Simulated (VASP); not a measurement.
B, 4 atoms in the cell. It takes space group P6_3/mmc (No. 194, hexagonal). Conventional cell: a = 2.709 Å, b = 2.709 Å, c = 4.470 Å, α = 90.00°, β = 90.00°, γ = 120.00°. B (site symmetry 3m) has 4 B at 1.66 to 1.68 Å within 2.2 Å. This isn't the form of B at room conditions, which is rhombohedral.

```yaml
Program: VASP 6.6.1
Task: single point
Functional: PBEsol
Potentials_or_basis: VASP PAW PBE potentials, release 64 (B)
Cutoff: 500 eV
k_mesh: 9 × 9 × 4
Occupations: gaussian, width 0.1 eV
Spin: no spin polarisation
Dipole_correction: no
Further_INCAR_settings: ALGO = Normal; EDIFF = 1e-06; NBANDS = 14
```

Potentials or basis: VASP PAW PBE potentials, release 64 (B).

The run is started by

```sh
$ cat potpaw_PBE.64/B/POTCAR > POTCAR
$ mpirun -np 1 vasp_std > vasp.out
```

Hardware: 1 thread of AMD EPYC 9R45 96-Core Processor (Zen 5), with other jobs on the host.

Task: How long does it take, and how much memory?

Result: It took 5.4 s on 1 thread of AMD EPYC 9R45 96-Core Processor (Zen 5), on a shared host, peak memory 0.1 GiB. Counts: scf iterations 11, k points 36.
